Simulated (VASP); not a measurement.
Here is a VASP 6.6.1 calculation.

INCAR

```
PREC = Accurate
ENCUT = 520
EDIFF = 1E-6
ISMEAR = -1
SIGMA = 0.1
LREAL = False
LASPH = True
NELM = 80
ALGO = Normal
ISIF = 2
LWAVE = False
LCHARG = False
GGA = CA
NBANDS = 38
```

KPOINTS

```
Automatic mesh
0
Gamma
  4 4 4
```

POSCAR

```
Na
1.0
    6.4552221483      0.0000000000      0.0000000000
    0.0000000000      6.4552221483      0.0000000000
    0.0000000000      0.0000000000      6.4552221483
Na
8
Direct
    0.0000000000      0.0000000000      0.0000000000
    0.5000000000      0.5000000000      0.5000000000
    0.2500000000      0.0000000000      0.5000000000
    0.7500000000      0.0000000000      0.5000000000
    0.5000000000      0.2500000000      0.0000000000
    0.5000000000      0.7500000000      0.0000000000
    1.0000000000      0.5000000000      0.2500000000
    1.0000000000      0.5000000000      0.7500000000
```

Potentials or basis: VASP PAW LDA potentials, release 64 (Na_pv).

Launch:

```console
$ cat potpaw_LDA.64/Na_pv/POTCAR > POTCAR
$ mpirun -np 1 vasp_std > vasp.out
```

Estimate the pressure.

0.0 GPa.

What does it give for the band gap on the k mesh?

Zero (band 28 reaches 1.27 eV, above the bottom of band 29 at -0.32 eV).
